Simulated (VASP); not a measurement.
Crystal: TiTe2.

```
Ti Te
1.0
     4.75310    0.00000    0.00000
     0.00000    4.75310    0.00000
     0.00000    0.00000    7.25229
Ti Te
2 4
Direct
  0.00000 0.50000 0.70000
  0.50000 0.00000 0.30000
  0.00000 0.00000 0.00000
  0.50000 0.50000 0.00000
  0.00000 0.50000 0.27000
  0.50000 0.00000 0.73000
```

| Property | Result |
| --- | --- |
| Program | VASP 6.6.1 |
| Task | relaxation of cell and atoms |
| Functional | PBE |
| Potentials or basis | VASP PAW PBE potentials, release 64 (Ti_sv, Te) |
| Cutoff | 600 eV |
| k mesh | 4 × 4 × 4 |
| Occupations | gaussian, width 0.1 eV |
| Spin | no spin polarisation |

At the start: pressure -2.0 GPa; volume 27.31 Å³/atom.

Problem. Where does the relaxation end?

Solution. Over 18 steps the energy falls by 661.2 meV/atom and the volume is 25.29 Å³/atom (-7.4 %); space group P4/nmm (No. 129, to 0.05 Å).

Step by step:
```csv
step,energy change (eV),largest force (eV/Å),pressure (GPa),volume (Å³)
1,0.0000,3.6213,-1.95,163.84
2,-1.3696,2.8546,-0.56,156.02
3,0.0095,7.5634,22.72,133.72
4,-1.8576,2.1360,2.31,149.76
5,-1.9543,3.2305,9.56,141.20
6,-2.0972,2.2041,5.55,145.03
7,-2.9969,1.7808,0.89,153.66
8,-3.5145,1.0364,-3.31,165.49
9,-3.5329,0.8660,-4.04,168.10
10,-3.8556,0.2631,-0.92,158.49
11,-3.8558,0.2694,-0.81,158.27
12,-3.9014,0.2173,-0.40,156.13
13,-3.9553,0.0591,0.73,151.34
14,-3.9562,0.0281,0.96,150.47
15,-3.9555,0.1653,-0.98,153.49
16,-3.9657,0.0833,-0.02,151.93
17,-3.9669,0.0513,0.03,151.82
18,-3.9673,0.0224,0.07,151.72
```

Final structure:
```cif
data_structure
_symmetry_space_group_name_H-M 'P 1'
_symmetry_Int_Tables_number 1
_cell_length_a 4.5112
_cell_length_b 4.5112
_cell_length_c 7.4550
_cell_angle_alpha 90.000
_cell_angle_beta 90.000
_cell_angle_gamma 90.000
_cell_volume 151.72
loop_
_atom_site_label
_atom_site_type_symbol
_atom_site_fract_x
_atom_site_fract_y
_atom_site_fract_z
_atom_site_occupancy
Ti1 Ti 0.00000 0.50000 0.76222 1
Ti2 Ti 0.50000 0.00000 0.23778 1
Te1 Te 0.00000 0.00000 0.00000 1
Te2 Te 0.50000 0.50000 0.00000 1
Te3 Te 0.00000 0.50000 0.37909 1
Te4 Te 0.50000 0.00000 0.62091 1
```
